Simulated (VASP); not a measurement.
# Cr (P6_3/mmc) in VASP: a series of runs, part 2 of 2

VASP 6.6.1.

## 4. Single point, revPBE, collinear spin, ferromagnetic start (11.12 Å³/atom)

This run uses another cell than the first one, of 11.12 Å³/atom.

Input file INCAR:

```
ALGO = Normal ; EDIFF = 1E-6
ENCUT = 500 ; GGA = RE
GGA_COMPAT = False ; ISIF = 2
ISMEAR = -1 ; ISPIN = 2
LASPH = True ; LCHARG = False
LMAXMIX = 4 ; LORBIT = 11
LREAL = False ; LWAVE = False
MAGMOM = 1.5 1.5 1.5 1.5 ; NBANDS = 36
NELM = 200 ; PREC = Accurate
SIGMA = 0.05
```

Input file KPOINTS:

```
k-points
0
Gamma
  16 16 4
```

Input file POSCAR:

```
Cr
1.0
    2.4407543061      0.0000000000      0.0000000000
   -1.2203771530      2.1137552334      0.0000000000
    0.0000000000      0.0000000000      8.6188848027
Cr
4
Direct
    1.0000000000      1.0000000000      1.0000000000
    1.0000000000      1.0000000000      0.5000000000
    0.3333333333      0.6666666667      0.2500000000
    0.6666666667      0.3333333333      0.7500000000
```

Potentials or basis: VASP PAW PBE potentials, release 64 (Cr_pv).

Command:

```bash
cat potpaw_PBE.64/Cr_pv/POTCAR > POTCAR
mpirun -np 1 vasp_std > vasp.out
```

OUTCAR:

```text
EDIFF = 1E-6
   ENCUT = 500
   GGA = RE
   ISIF = 2
   ISMEAR = -1
   ISPIN = 2
   LASPH = True
   LORBIT = 11
   LREAL = False
   NELM = 200
   PREC = Accurate

 ion  position               nearest neighbor table
   1  0.000  0.000  0.000-   3 2.57   4 2.57   3 2.57   4 2.57   4 2.57   3 2.57
   2  0.000  0.000  0.500-   3 2.57   4 2.57   3 2.57   4 2.57   4 2.57   3 2.57
   3  0.333  0.667  0.250-   1 2.57   2 2.57   1 2.57   2 2.57   1 2.57   2 2.57
   4  0.667  0.333  0.750-   1 2.57   2 2.57   1 2.57   2 2.57   1 2.57   2 2.57

  LATTYP: Found a hexagonal cell.
 ALAT       =     2.4407543061
 C/A-ratio  =     3.5312381837

  Lattice vectors:

 A1 = (   2.4407543061,   0.0000000000,   0.0000000000)
 A2 = (  -1.2203771530,   2.1137552334,   0.0000000000)
 A3 = (   0.0000000000,   0.0000000000,   8.6188848027)

Analysis of symmetry for initial positions (statically):
=====================================================================
 Subroutine PRICEL returns:
 Original cell was already a primitive cell.

 Routine SETGRP: Setting up the symmetry group for a
 hexagonal supercell.

 Subroutine GETGRP returns: Found 24 space group operations
 (whereof 12 operations were pure point group operations)
 out of a pool of 24 trial point group operations.

The static configuration has the point symmetry D_3d.
 The point group associated with its full space group is D_6h.

Analysis of symmetry for dynamics (positions and initial velocities):
=====================================================================
 Subroutine PRICEL returns:
 Original cell was already a primitive cell.

 Routine SETGRP: Setting up the symmetry group for a
 hexagonal supercell.

 Subroutine GETGRP returns: Found 24 space group operations
 (whereof 12 operations were pure point group operations)
 out of a pool of 24 trial point group operations.

The dynamic configuration has the point symmetry D_3d.
[... 167 lines left out ...]
  energy without entropy =      -34.58759553  energy(sigma->0) =      -34.61192004

 E-fermi :  11.4328     XC(G=0): -13.7926

 val. band max:       11.4286325945   @ k =   0.3125   0.2500   0.0000
 cond. band min:      11.4409024376   @ k =   0.3750   0.1250   0.0000
 fundamental gap:      0.0122698431
 Fermi energy:        11.4328268207

 spin component 1

 k-point     1 :       0.0000    0.0000    0.0000
  band No.  band energies     occupation
      1     -31.9487      1.00000
      2     -31.5307      1.00000
      3     -31.5224      1.00000
      4     -31.0871      1.00000
      5     -30.9584      1.00000
      6     -30.9584      1.00000
[... 925 lines left out ...]
     35      15.8181      0.00000
     36      18.9716      0.00000

 [... further k-points ...]

 spin component 2

 k-point     1 :       0.0000    0.0000    0.0000
  band No.  band energies     occupation
      1     -31.9488      1.00000
      2     -31.5307      1.00000
      3     -31.5224      1.00000
      4     -31.0871      1.00000
      5     -30.9584      1.00000
      6     -30.9584      1.00000
[... 925 lines left out ...]
     35      15.8181      0.00000
     36      18.9714      0.00000

 [... further k-points ...]

------------------------ aborting loop because EDIFF is reached ----------------------------------------

  FORCE on cell =-STRESS in cart. coord.  units (eV):
  Direction    XX          YY          ZZ          XY          YZ          ZX
  --------------------------------------------------------------------------------------
  -------------------------------------------------------------------------------------
  Total        6.3345239      6.3345239      5.5647819      0.0000000      0.0000000      0.0000000
  in kB      228.2415588    228.2415588    200.5067005      0.0000000      0.0000000      0.0000000
  external PRESSURE =     218.9966060 kB  Pullay stress =       0.0000000 kB

 VOLUME and BASIS-vectors are now :
 -----------------------------------------------------------------------------
  energy-cutoff  :      500.00
  volume of cell :       44.47
      direct lattice vectors                 reciprocal lattice vectors
     2.440754306  0.000000000  0.000000000     0.409709407  0.236545837  0.000000000
    -1.220377153  2.113755233  0.000000000     0.000000000  0.473091673  0.000000000
     0.000000000  0.000000000  8.618884803     0.000000000  0.000000000  0.116024291

 POSITION                                       TOTAL-FORCE (eV/Angst)
 -----------------------------------------------------------------------------------
      0.00000      0.00000      0.00000        -0.000000      0.000000      0.000000
      0.00000      0.00000      4.30944        -0.000000      0.000000      0.000000
     -0.00000      1.40917      2.15472         0.000000      0.000000      0.000000
      1.22038      0.70459      6.46416        -0.000000     -0.000000     -0.000000
 -----------------------------------------------------------------------------------
    total drift:                                0.000000     -0.000000      0.000000

  FREE ENERGIE OF THE ION-ELECTRON SYSTEM (eV)
  ---------------------------------------------------
  free  energy   TOTEN  =       -34.6362445438 eV

  energy  without entropy=      -34.5875955331  energy(sigma->0) =      -34.61192004

 total charge

# of ion       s       p       d       tot
------------------------------------------
    1        0.478   6.412   4.290  11.180
    2        0.478   6.412   4.290  11.180
    3        0.479   6.414   4.283  11.176
    4        0.479   6.414   4.283  11.176
--------------------------------------------------
tot          1.915  25.651  17.147  44.714

 magnetization (x)

# of ion       s       p       d       tot
------------------------------------------
    1       -0.000   0.000   0.000  -0.000
    2       -0.000   0.000   0.000  -0.000
    3       -0.000   0.000  -0.000  -0.000
    4       -0.000   0.000  -0.000  -0.000
--------------------------------------------------
tot         -0.000   0.000  -0.000  -0.000
```

Run time: 2.4 min. Hardware: 1 thread of Intel Xeon 6975P-C (Granite Rapids), shared host; peak memory 0.29 GiB.

Results:

| Item | Value |
| --- | --- |
| Free energy | -34.6362 eV |
| Pressure | 21.9 GPa |
| Band gap on the k mesh | zero (filled and empty bands overlap) |
| Net moment | 0.00 μB per cell |
| Valence electrons inside the program's atomic spheres | Cr 11.18 |

Stress tensor (GPa, compression positive):
```
22.82  0.00  0.00
 0.00 22.82  0.00
 0.00  0.00 20.05
```

Caveat: the cell stands under pressure; the PAW data sets were made with another functional, which shifts forces and pressure a little.

## 5. Single point, revPBE (11.61 Å³/atom)

This run uses another cell than the first one, of 11.61 Å³/atom.

Input file INCAR:

```
SYSTEM = Cr
  PREC = Accurate
  ENCUT = 520
  EDIFF = 1E-6
  ISMEAR = -1
  SIGMA = 0.1
  LREAL = .False.
  LASPH = .True.
  NELM = 100
  ALGO = Normal
  ISIF = 2
  LWAVE = .False.
  LCHARG = .True.
  GGA = RE
  LELF = .True.
  LVHAR = .True.
  NBANDS = 32
```

Input file KPOINTS:

```
regular mesh
0
Gamma
  16 16 4
  0 0 0
```

Input file POSCAR:

```
Cr
1.0
    2.4806629951      0.0000000000      0.0000000000
   -1.2403314976      2.1483171720      0.0000000000
    0.0000000000      0.0000000000      8.7160543193
Cr
4
Direct
    0.0000000000      0.0000000000      0.0000000000
    1.0000000000      1.0000000000      0.5000000000
    0.3333333333      0.6666666667      0.2500000000
    0.6666666667      0.3333333333      0.7500000000
```

Command:

```bash
cat potpaw_PBE.64/Cr_pv/POTCAR > POTCAR
mpirun -np 1 vasp_std > vasp.out
```

Wall time 83 s (1 thread of AMD EPYC 9R45 (Zen 5), shared host); peak memory 0.19 GiB.

The run converged. Its results:

```yaml
Free_energy: -34.9092 eV
Pressure: 9.6 GPa
Band_gap_on_the_k_mesh: zero (bands 24 and 25 overlap by 1.27 eV)
```

Stress tensor (GPa, compression positive):
```
9.90 0.00 0.00
0.00 9.90 0.00
0.00 0.00 9.05
```

Levels at points of the mesh, in eV from the Fermi level:
```
           k point  band 20  band 21  band 22  band 23  band 24  band 25  band 26  band 27  band 28  band 29
(0.00, 0.00, 0.00)    -0.47    -0.47    -0.38    -0.38    -0.20    -0.20    -0.09    -0.09    -0.05     1.17
(0.50, 0.00, 0.00)    -1.49    -0.75    -0.29    -0.24     0.94     0.94     1.80     2.39     2.41     2.67
(0.00, 0.00, 0.50)    -0.99    -0.39    -0.39    -0.39    -0.39    -0.19    -0.19    -0.19    -0.19     1.35
(0.50, 0.00, 0.50)    -1.61     0.08     0.08     0.13     0.13     0.68     0.68     1.94     1.94     2.86
```

Caveat: the cell stands under pressure; the PAW data sets were made with another functional, which shifts forces and pressure a little; the run has no spin polarisation, though such a crystal can be magnetic. Spin polarisation is off, so any magnetic state and its effect on volume and gap are missing.

## 6. Single point, revPBE, collinear spin, ferromagnetic start (11.60 Å³/atom)

This run uses another cell than the first one, of 11.60 Å³/atom.

Input file INCAR:

```
SYSTEM = Cr
ALGO = Normal ; EDIFF = 1E-6
ENCUT = 500 ; GGA = RE
GGA_COMPAT = .False. ; ISIF = 2
ISMEAR = -1 ; ISPIN = 2
LASPH = .True. ; LCHARG = .False.
LMAXMIX = 4 ; LORBIT = 11
LREAL = .False. ; LWAVE = .False.
MAGMOM = 1.5 1.5 1.5 1.5 ; NBANDS = 36
NELM = 200 ; PREC = Accurate
SIGMA = 0.05
```

Input file KPOINTS:

```
k-points
0
Gamma
  16 16 4
  0 0 0
```

Input file POSCAR:

```
Cr
1.0
    2.4756269362      0.0000000000      0.0000000000
   -1.2378134681      2.1439558170      0.0000000000
    0.0000000000      0.0000000000      8.7420283658
Cr
4
Direct
    1.0000000000      1.0000000000      1.0000000000
    1.0000000000      1.0000000000      0.5000000000
    0.3333333333      0.6666666667      0.2500000000
    0.6666666667      0.3333333333      0.7500000000
```

Potentials or basis: VASP PAW PBE potentials, release 64 (Cr_pv).

Command:

```bash
cat potpaw_PBE.64/Cr_pv/POTCAR > POTCAR
mpirun -np 1 vasp_std > vasp.out
```

Wall time 8.5 min (1 thread of Intel Xeon 8259CL, shared host); peak memory 0.27 GiB.

The run converged. Its results:

- Free energy: -34.8263 eV
- Pressure: 9.5 GPa
- Band gap on the k mesh: zero (filled and empty bands overlap)
- Net moment: 0.00 μB per cell
- Valence electrons inside the program's atomic spheres: Cr 11.08

Stress tensor (GPa, compression positive):
```
10.00  0.00  0.00
 0.00 10.00  0.00
 0.00  0.00  8.58
```

Levels at points of the mesh, in eV from the Fermi level:
Spin up:
```tsv
k point	band 20	band 21	band 22	band 23	band 24	band 25	band 26	band 27	band 28	band 29
(0.00, 0.00, 0.00)	-0.46	-0.46	-0.37	-0.37	-0.20	-0.20	-0.10	-0.09	-0.09	1.19
(0.50, 0.00, 0.00)	-1.52	-0.74	-0.31	-0.22	0.95	0.95	1.82	2.37	2.40	2.66
(0.00, 0.00, 0.50)	-1.03	-0.39	-0.39	-0.39	-0.39	-0.19	-0.19	-0.19	-0.19	1.37
(0.50, 0.00, 0.50)	-1.63	0.10	0.10	0.14	0.14	0.68	0.68	1.94	1.94	2.88
```
Spin down:
```csv
k point,band 20,band 21,band 22,band 23,band 24,band 25,band 26,band 27,band 28,band 29
"(0.00, 0.00, 0.00)",-0.46,-0.46,-0.37,-0.37,-0.20,-0.20,-0.10,-0.09,-0.09,1.19
"(0.50, 0.00, 0.00)",-1.52,-0.74,-0.31,-0.22,0.95,0.95,1.82,2.37,2.40,2.66
"(0.00, 0.00, 0.50)",-1.03,-0.39,-0.39,-0.39,-0.39,-0.19,-0.19,-0.19,-0.19,1.37
"(0.50, 0.00, 0.50)",-1.63,0.10,0.10,0.14,0.14,0.68,0.68,1.94,1.94,2.88
```

Caveat: the cell stands under pressure; the PAW data sets were made with another functional, which shifts forces and pressure a little.

## 7. Single point, revPBE, collinear spin, ferromagnetic start (12.08 Å³/atom)

Input file INCAR:

```
SYSTEM = Cr
PREC     = Accurate       ! precision mode
ENCUT    = 500            ! plane-wave cutoff, eV
EDIFF    = 1E-6           ! SCF threshold, eV
ISMEAR   = -1             ! smearing method
SIGMA    = 0.05           ! smearing width, eV
LREAL    = .FALSE.        ! projectors in reciprocal space
LASPH    = .TRUE.         ! aspherical terms in the spheres
NELM     = 200            ! most SCF steps
ALGO     = Normal         ! electronic algorithm
ISIF     = 2              ! what is computed and relaxed
LWAVE    = .FALSE.        ! write WAVECAR
LCHARG   = .FALSE.        ! write CHGCAR
ISPIN    = 2              ! spin polarisation
MAGMOM   = 1.5 1.5 1.5 1.5 ! initial moments
LORBIT   = 11             ! projections on sites
LMAXMIX  = 4              ! l up to which the mixer works
GGA      = RE             ! functional
NBANDS   = 36             ! bands
GGA_COMPAT= .FALSE.
```

Input file KPOINTS:

```
Automatic mesh
0
G
  16 16 4
  0 0 0
```

Input file POSCAR:

```
Cr
1.0
    2.5095438486      0.0000000000      0.0000000000
   -1.2547719243      2.1733287248      0.0000000000
    0.0000000000      0.0000000000      8.8617970620
Cr
4
Direct
    1.0000000000      1.0000000000      1.0000000000
    1.0000000000      1.0000000000      0.5000000000
    0.3333333333      0.6666666667      0.2500000000
    0.6666666667      0.3333333333      0.7500000000
```

Potentials or basis: VASP PAW PBE potentials, release 64 (Cr_pv).

Command:

```bash
cat potpaw_PBE.64/Cr_pv/POTCAR > POTCAR
mpirun -np 1 vasp_std > vasp.out
```

OUTCAR:

```text
SYSTEM = Cr
   PREC = Accurate
   ENCUT = 500
   EDIFF = 1E-6
   ISMEAR = -1
   LREAL = .FALSE.
   LASPH = .TRUE.
   NELM = 200
   ISIF = 2
   ISPIN = 2
   LORBIT = 11
   GGA = RE

 ion  position               nearest neighbor table
   1  0.000  0.000  0.000-   3 2.65   4 2.65   4 2.65   3 2.65   4 2.65   3 2.65
   2  0.000  0.000  0.500-   3 2.65   4 2.65   4 2.65   3 2.65   4 2.65   3 2.65
   3  0.333  0.667  0.250-   1 2.65   2 2.65   1 2.65   2 2.65   1 2.65   2 2.65
   4  0.667  0.333  0.750-   1 2.65   2 2.65   1 2.65   2 2.65   1 2.65   2 2.65

  LATTYP: Found a hexagonal cell.
 ALAT       =     2.5095438486
 C/A-ratio  =     3.5312381838

  Lattice vectors:

 A1 = (   2.5095438486,   0.0000000000,   0.0000000000)
 A2 = (  -1.2547719243,   2.1733287248,   0.0000000000)
 A3 = (   0.0000000000,   0.0000000000,   8.8617970620)
[... 2101 lines left out ...]
     0.000000000  0.000000000  8.861797062     0.000000000  0.000000000  0.112843929

 POSITION                                       TOTAL-FORCE (eV/Angst)
 -----------------------------------------------------------------------------------
      0.00000      0.00000      0.00000        -0.000000      0.000000      0.000000
      0.00000      0.00000      4.43090        -0.000000      0.000000      0.000000
     -0.00000      1.44889      2.21545        -0.000000      0.000000     -0.000000
      1.25477      0.72444      6.64635         0.000000      0.000000     -0.000000
 -----------------------------------------------------------------------------------
    total drift:                                0.000000     -0.000000      0.000000

  FREE ENERGIE OF THE ION-ELECTRON SYSTEM (eV)
  ---------------------------------------------------
  free  energy   TOTEN  =       -34.8814791528 eV

  energy  without entropy=      -34.8276398392  energy(sigma->0) =      -34.85455950

 total charge

# of ion       s       p       d       tot
------------------------------------------
    1        0.447   6.363   4.186  10.996
    2        0.447   6.363   4.186  10.996
    3        0.447   6.365   4.179  10.992
    4        0.447   6.365   4.179  10.992
--------------------------------------------------
tot          1.788  25.457  16.730  43.975

 magnetization (x)

# of ion       s       p       d       tot
------------------------------------------
    1       -0.000   0.000   0.000   0.000
    2       -0.000   0.000   0.000   0.000
    3       -0.000  -0.000  -0.000  -0.000
    4       -0.000  -0.000  -0.000  -0.000
--------------------------------------------------
tot         -0.000  -0.000  -0.001  -0.001
```

OSZICAR:

```text
N       E                     dE             d eps       ncg     rms          rms(c)
DAV:   1     0.595442224009E+03    0.59544E+03   -0.25928E+04 12976   0.162E+03
DAV:   2    -0.926347338599E+01   -0.60471E+03   -0.58129E+03 13060   0.501E+02
DAV:   3    -0.393284040851E+02   -0.30065E+02   -0.28291E+02 13808   0.130E+02
DAV:   4    -0.399714869849E+02   -0.64308E+00   -0.63932E+00 14072   0.183E+01
DAV:   5    -0.399939048668E+02   -0.22418E-01   -0.22409E-01 17240   0.303E+00    0.254E+01
DAV:   6    -0.343163964715E+02    0.56775E+01   -0.31045E+01 13056   0.452E+01    0.626E+00
DAV:   7    -0.348710395519E+02   -0.55464E+00   -0.13606E+00 13832   0.124E+01    0.674E+00
DAV:   8    -0.349616340957E+02   -0.90595E-01   -0.23558E+00 14528   0.138E+01    0.676E+00
DAV:   9    -0.347425490765E+02    0.21909E+00   -0.52884E-01 14904   0.718E+00    0.222E+00
DAV:  10    -0.348548655061E+02   -0.11232E+00   -0.62042E-02 14880   0.159E+00    0.828E-01
DAV:  11    -0.348712406716E+02   -0.16375E-01   -0.92029E-03 16844   0.756E-01    0.551E-01
DAV:  12    -0.348786603896E+02   -0.74197E-02   -0.18054E-03 15684   0.380E-01    0.298E-01
DAV:  13    -0.348812298780E+02   -0.25695E-02   -0.62827E-04 14248   0.222E-01    0.128E-01
DAV:  14    -0.348813851904E+02   -0.15531E-03   -0.18709E-04 14700   0.113E-01    0.665E-02
DAV:  15    -0.348814622299E+02   -0.77039E-04   -0.64977E-05 15244   0.866E-02    0.268E-02
DAV:  16    -0.348814740575E+02   -0.11828E-04   -0.17689E-05 14224   0.316E-02    0.116E-02
DAV:  17    -0.348814784064E+02   -0.43489E-05   -0.38884E-06 10856   0.174E-02    0.419E-03
DAV:  18    -0.348814791528E+02   -0.74639E-06   -0.12724E-06  7524   0.969E-03
   1 F= -.34881479E+02 E0= -.34854559E+02  d E =-.538393E-01  mag=    -0.0004
```

It took 9.9 min on 1 thread of Intel Xeon 8259CL, shared host; peak memory 0.28 GiB.

Results:

| Property | Result |
| --- | --- |
| Free energy | -34.8815 eV |
| Pressure | -0.5 GPa |
| Band gap on the k mesh | zero (filled and empty bands overlap) |
| Net moment | 0.00 μB per cell |
| Valence electrons inside the program's atomic spheres | Cr 11.00, 10.99 (each value once) |

Stress tensor (GPa, compression positive):
```
-0.41  0.00  0.00
 0.00 -0.41  0.00
 0.00  0.00 -0.73
```

Caveat: the PAW data sets were made with another functional, which shifts forces and pressure a little.
